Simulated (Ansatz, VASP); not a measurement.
# Fe in VASP and in Ansatz

The input INCAR:

```
SYSTEM = Fe
PREC = Accurate ; ENCUT = 520
EDIFF = 1E-7 ; ISMEAR = 0
SIGMA = 0.05 ; LREAL = .FALSE.
LASPH = .TRUE. ; NELM = 150
ALGO = Normal ; ISIF = 2
LWAVE = .FALSE. ; LCHARG = .FALSE.
ISPIN = 2 ; MAGMOM = 2.5
LORBIT = 11 ; LMAXMIX = 4
GGA = CA ; NBANDS = 14
```

The input KPOINTS:

```
regular mesh
0
G
  22 22 22
  0 0 0
```

File POSCAR:

```
Fe
1.0
   -1.4430000000      1.4430000000      1.4430000000
    1.4430000000     -1.4430000000      1.4430000000
    1.4430000000      1.4430000000     -1.4430000000
Fe
1
Direct
    0.0000000000      0.0000000000      0.0000000000
```

Input for Ansatz:

```yaml
crystal:
  lattice:
    - [-1.443, 1.443, 1.443]
    - [1.443, -1.443, 1.443]
    - [1.443, 1.443, -1.443]
  atoms:
    - { symbol: Fe, position: [0.0, 0.0, 0.0], spin: 2.5 }
basis:
  ecutwfc: 420
  ecutrho_ratio: 4
kpoints:
  mp_grid: { grid: [22, 22, 22] }
hamiltonian:
  xc: lda
scf:
  occupations: { method: gaussian, width: 0.05 }
output:
  forces: true
  stress: true
  eigenvalues: true
  populations: true
magnetization:
  spin_polarized: true
```

Alike in both runs: task single point; functional LDA; k mesh 22 × 22 × 22; occupations gaussian, width 0.05 eV; collinear spin.

```csv
,VASP,Ansatz
version,VASP 6.6.1,Ansatz 0.2.0
potentials or method,"VASP PAW LDA potentials, release 64 (Fe), cutoff 520 eV","scalar-relativistic, plane waves, PAW"
valence electrons in the cell,8,16
```

|  | VASP | Ansatz | Ansatz less VASP |
| --- | --- | --- | --- |
| gap on the k mesh at the Fermi level (eV) | none | none | - |
| pressure (GPa) | -26.1 | -25.6 | +0.56 |
| net moment per atom (μB) | 2.21 | 2.24 | +0.029 |
| size of the moment on the site where the two differ most (μB) | 2.19 | 2.26 | +0.068 |

LDA's correlation is that of Perdew and Zunger in VASP and of Perdew and Wang (1992) in Ansatz. Site moments also hang on the region over which each program counts them. A gap of «none» marks a metal or a gap that the smearing closes. VASP's potentials hold 8 valence electrons a cell and Ansatz's 16, so a difference there can come from the potentials and not from the codes.
